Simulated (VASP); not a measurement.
# Cu3N (Pm-3m) in VASP: notebook, part 2 of 2

VASP 6.6.1.

## 3. Relaxation of cell and atoms, PBE+D3(BJ)

This run uses another cell than the first one, of 14.02 Å³/atom, 1.036 times its volume.

Input file INCAR:

```
PREC     = Accurate       # precision mode
ENCUT    = 600            # plane-wave cutoff, eV
EDIFF    = 1E-7           # SCF threshold, eV
ISMEAR   = 0              # smearing method
SIGMA    = 0.01           # smearing width, eV
LREAL    = F              # projectors in reciprocal space
LASPH    = T              # aspherical terms in the spheres
NELM     = 120            # most SCF steps
ALGO     = Normal         # electronic algorithm
ISIF     = 3              # what is computed and relaxed
LWAVE    = F              # write WAVECAR
LCHARG   = F              # write CHGCAR
GGA      = PE             # functional
IVDW     = 12             # dispersion correction
IBRION   = 2              # ionic algorithm
NSW      = 70             # ionic steps
EDIFFG   = -0.005         # ionic threshold
GGA_COMPAT= F            
NELMIN   = 4
```

Input file KPOINTS:

```
regular mesh
0
Gamma
  10 10 10
```

Input file POSCAR:

```
Cu3N
1.0
    3.8272904603      0.0000000000      0.0000000000
    0.0000000000      3.8272904603      0.0000000000
    0.0000000000      0.0000000000      3.8272904603
Cu N
3 1
Direct
    0.5000000000      0.0000000000      0.0000000000
    0.0000000000      0.5000000000      0.0000000000
    0.0000000000      0.0000000000      0.5000000000
    0.0000000000      0.0000000000      0.0000000000
```

Potentials or basis: VASP PAW PBE potentials, release 64 (Cu, N).

Started as:

```
> cat potpaw_PBE.64/Cu/POTCAR potpaw_PBE.64/N/POTCAR > POTCAR
> mpirun -np 1 vasp_std > vasp.out
```

OUTCAR:

```text
PREC = Accurate
   ENCUT = 600
   EDIFF = 1E-7
   ISMEAR = 0
   LREAL = F
   LASPH = T
   NELM = 120
   ISIF = 3
   GGA = PE
   IVDW = 12
   IBRION = 2
   NSW = 70
   EDIFFG = -0.005
   NELMIN = 4
 IVDW          = 12

 ion  position               nearest neighbor table
   1  0.500  0.000  0.000-   4 1.91   4 1.91   2 2.71   3 2.71   2 2.71   2 2.71   3 2.71   3 2.71
                             3 2.71   2 2.71
   2  0.000  0.500  0.000-   4 1.91   4 1.91   1 2.71   3 2.71   1 2.71   3 2.71   3 2.71   3 2.71
                             1 2.71   1 2.71
   3  0.000  0.000  0.500-   4 1.91   4 1.91   1 2.71   1 2.71   2 2.71   2 2.71   2 2.71   2 2.71
                             1 2.71   1 2.71
   4  0.000  0.000  0.000-   1 1.91   2 1.91   3 1.91   3 1.91   2 1.91   1 1.91

  LATTYP: Found a simple cubic cell.
 ALAT       =     3.8272904603

  Lattice vectors:

 A1 = (   3.8272904603,   0.0000000000,   0.0000000000)
 A2 = (   0.0000000000,   3.8272904603,   0.0000000000)
 A3 = (   0.0000000000,   0.0000000000,   3.8272904603)

Analysis of symmetry for initial positions (statically):
=====================================================================
 Subroutine PRICEL returns:
 Original cell was already a primitive cell.

 Routine SETGRP: Setting up the symmetry group for a
 simple cubic supercell.

 Subroutine GETGRP returns: Found 48 space group operations
 (whereof 48 operations were pure point group operations)
 out of a pool of 48 trial point group operations.

The static configuration has the point symmetry O_h .

Analysis of symmetry for dynamics (positions and initial velocities):
=====================================================================
 Subroutine PRICEL returns:
 Original cell was already a primitive cell.

 Routine SETGRP: Setting up the symmetry group for a
 simple cubic supercell.

 Subroutine GETGRP returns: Found 48 space group operations
 (whereof 48 operations were pure point group operations)
 out of a pool of 48 trial point group operations.

The dynamic configuration has the point symmetry O_h .

 Subroutine INISYM returns: Found 48 space group operations
 (whereof 48 operations are pure point group operations),
 and found     1 'primitive' translations

----------------------------------------------------------------------------------------

                                     Primitive cell

  volume of cell :      56.0627

  direct lattice vectors                    reciprocal lattice vectors
     3.827290460  0.000000000  0.000000000     0.261281450  0.000000000  0.000000000
     0.000000000  3.827290460  0.000000000     0.000000000  0.261281450  0.000000000
     0.000000000  0.000000000  3.827290460     0.000000000  0.000000000  0.261281450

  length of vectors
     3.827290460  3.827290460  3.827290460     0.261281450  0.261281450  0.261281450

  position of ions in fractional coordinates (direct lattice)
     0.500000000  0.000000000  0.000000000
     0.000000000  0.500000000  0.000000000
     0.000000000  0.000000000  0.500000000
     0.000000000  0.000000000  0.000000000

  ion indices of the primitive-cell ions
   primitive index   ion index
                 1           1
                 2           2
                 3           3
                 4           4

----------------------------------------------------------------------------------------

 KPOINTS: regular mesh

Automatic generation of k-mesh.
 Grid dimensions read from file:
 generate k-points for:   10   10   10

 Generating k-lattice:

  Cartesian coordinates                     Fractional coordinates (reciprocal lattice)
     0.026128145  0.000000000  0.000000000     0.100000000  0.000000000  0.000000000
     0.000000000  0.026128145  0.000000000     0.000000000  0.100000000  0.000000000
     0.000000000  0.000000000  0.026128145     0.000000000  0.000000000  0.100000000

  Length of vectors
     0.026128145  0.026128145  0.026128145

  Shift w.r.t. Gamma in fractional coordinates (k-lattice)
     0.000000000  0.000000000  0.000000000

 Subroutine IBZKPT returns following result:
 ===========================================

 Found     56 irreducible k-points:

 Following reciprocal coordinates:
            Coordinates               Weight
  0.000000  0.000000  0.000000      1.000000
  0.100000  0.000000  0.000000      6.000000
  0.200000  0.000000  0.000000      6.000000
  0.300000  0.000000  0.000000      6.000000
  0.400000  0.000000  0.000000      6.000000
  0.500000  0.000000  0.000000      3.000000
[... 16 lines left out ...]
  0.200000  0.100000  0.100000     24.000000
  0.300000  0.100000  0.100000     24.000000
 [... further k-points ...]
   k-points           NKPTS =     56   k-points in BZ     NKDIM =     56   number of bands    NBANDS=     23
   number of dos      NEDOS =    301   number of ions     NIONS =      4
   total plane-waves  NPLWV =  32768
   dimension x,y,z NGX =    32 NGY =   32 NGZ =   32
   dimension x,y,z NGXF=    64 NGYF=   64 NGZF=   64
   ions per type =               3   1
   NGX,Y,Z   is equivalent  to a cutoff of  13.90, 13.90, 13.90 a.u.
   NGXF,Y,Z  is equivalent  to a cutoff of  27.80, 27.80, 27.80 a.u.
 SYSTEM =  unknown system
   PREC   = accura    normal or accurate (medium, high low for compatibility)
   ISTART =      0    job   : 0-new  1-cont  2-samecut
   ICHARG =      2    charge: 1-file 2-atom 10-const
   ISPIN  =      1    spin polarized calculation?
   LNONCOLLINEAR =      F non collinear calculations
   LSORBIT =      F    spin-orbit coupling
   LASPH  =      T    aspherical Exc in radial PAW
   ENCUT  =  600.0 eV  44.10 Ry    6.64 a.u.   7.64  7.64  7.64*2*pi/ulx,y,z
   NELM   =    120;   NELMIN=  4; NELMDL= -5     # of ELM steps
   EDIFF  = 0.1E-06   stopping-criterion for ELM
   LREAL  =      F    real-space projection
   EDIFFG = -.5E-02   stopping-criterion for IOM
   NSW    =     70    number of steps for IOM
   IBRION =      2    ionic relax: 0-MD 1-quasi-New 2-CG
   NFREE  =      1    steps in history (QN), initial steepest desc. (CG)
   ISIF   =      3    stress and relaxation
   ISYM   =      2    0-nonsym 1-usesym 2-fastsym
   POTIM  = 0.5000    time-step for ionic-motion
   TEBEG  =    0.0;   TEEND  =   0.0 temperature during run
   PSTRESS=    0.0 pullay stress
   NELECT =      38.0000    total number of electrons
   NUPDOWN=      -1.0000    fix difference up-down
   EMIN   =  10.00;   EMAX   =-10.00  energy-range for DOS
   EFERMI =   0.00;   METHOD = LEGACY
   ISMEAR =     0;   SIGMA  =   0.01  broadening in eV -4-tet -1-fermi 0-gaus
   EFERMI_NEDOS =   21; number of points for ismear=-14 and -15
   IALGO  =     38    algorithm
   IMIX   =      4    mixing-type and parameters
     AMIX     =   0.40;   BMIX     =  1.00
     AMIX_MAG =   1.60;   BMIX_MAG =  1.00
  volume/ion in A,a.u.               =      14.02        94.58
  Fermi-wavevector in a.u.,A,eV,Ry     =   1.438063  2.717545 28.137195  2.068025
  Thomas-Fermi vector in A             =   2.557071
   LORBIT       =      0    0 simple, 1 ext, 2 COOP (PROOUT), +10 PAW based schemes
   GGA     = PE    functional components
   LHFCALC =     F    Hartree Fock is set to
   AEXX    =    0.0000 exact exchange contribution
   IVDW    =    12    specifies the selected vdW correction
   LEPSILON=     F    determine dielectric tensor
   LRPA    =     F    only Hartree local field effects (RPA)
 conjugate gradient relaxation of ions
 non-spin polarized calculation
 Gauss-broadening in eV      SIGMA  =   0.01
  energy-cutoff  :      600.00
  volume of cell :       56.06
 maximum number of plane-waves:      1888
 NGX is ok and might be reduce to    32
   NGX = 15   NGY = 15   NGZ = 15

--------------------------------------- Ionic step        1  -------------------------------------------

 number of electron      37.9999975 magnetization

 Free energy of the ion-electron system (eV)
  ---------------------------------------------------
  ext. energy  EPLUGINS =         0.00000000
  ---------------------------------------------------
  free energy    TOTEN  =       -18.39190158 eV

  energy without entropy =      -18.39190158  energy(sigma->0) =      -18.39190158

------------------------ aborting loop because EDIFF is reached ----------------------------------------

 Edisp (eV)   -1.35997

 E8    (eV) :    -0.5528
[... 75 lines left out ...]
--------------------------------------- Ionic step        3  -------------------------------------------

 number of electron      37.9999971 magnetization

 Free energy of the ion-electron system (eV)
  ---------------------------------------------------
  ext. energy  EPLUGINS =         0.00000000
  ---------------------------------------------------
  free energy    TOTEN  =       -18.36577938 eV

  energy without entropy =      -18.36577938  energy(sigma->0) =      -18.36577938

 E-fermi :   5.2207     XC(G=0): -10.8984

 val. band max:        5.1447855665   @ k =   0.5000   0.5000   0.5000
 cond. band min:       5.2883317824   @ k =   0.5000   0.5000   0.0000
 fundamental gap:      0.1435462159
 Fermi energy:         5.2206772608

 k-point     1 :       0.0000    0.0000    0.0000
  band No.  band energies     occupation
      1     -11.8723      2.00000
      2      -0.2300      2.00000
      3       0.2598      2.00000
      4       0.2598      2.00000
      5       0.2598      2.00000
      6       1.1694      2.00000
[... 613 lines left out ...]
     22      10.2160      0.00000
     23      11.6361      0.00000

 [... further k-points ...]

------------------------ aborting loop because EDIFF is reached ----------------------------------------

 Edisp (eV)   -1.40606

 E8    (eV) :    -0.5720
[... 27 lines left out ...]
  FREE ENERGIE OF THE ION-ELECTRON SYSTEM (eV)
  ---------------------------------------------------
  free  energy   TOTEN  =       -19.7718411570 eV

  energy  without entropy=      -19.7718411570  energy(sigma->0) =      -19.77184116

 reached required accuracy - stopping structural energy minimisation
```

Run time: 5.2 min. Hardware: 1 thread of AMD EPYC 7R43 (Zen 3), shared host; peak memory 0.2 GiB.

Results:

```
Free energy                            : -19.7718 eV
Relaxed volume                         : 13.59 Å³/atom
Relaxed cell                           : a = 3.788 Å, b = 3.788 Å, c = 3.788 Å, α = 90.00°, β = 90.00°, γ = 90.00°
Space group after relaxing (to 0.05 Å) : Pm-3m (No. 221)
Energy gained by relaxing              : 5.0 meV/atom
Ionic steps                            : 3
Pressure after relaxing                : 0.0 GPa
Band gap on the k mesh                 : 0.14 eV, indirect (least direct gap 0.69 eV)
Dispersion energy per atom             : -0.352 eV
```

Step by step:
```
step  energy change (eV)  largest force (eV/Å)  pressure (GPa)  volume (Å³)
   1              0.0000                0.0000           -3.63        56.06
   2             -0.0149                0.0000            2.00        53.52
   3             -0.0200                0.0000            0.01        54.35
```

Final structure:
```
CELL_PARAMETERS angstrom
3.78793 0.00000 0.00000
0.00000 3.78793 0.00000
0.00000 0.00000 3.78793
ATOMIC_POSITIONS crystal
Cu 0.50000 0.00000 0.00000
Cu 0.00000 0.50000 0.00000
Cu 0.00000 0.00000 0.50000
N 0.00000 0.00000 0.00000
```

A k mesh can miss the band edges.
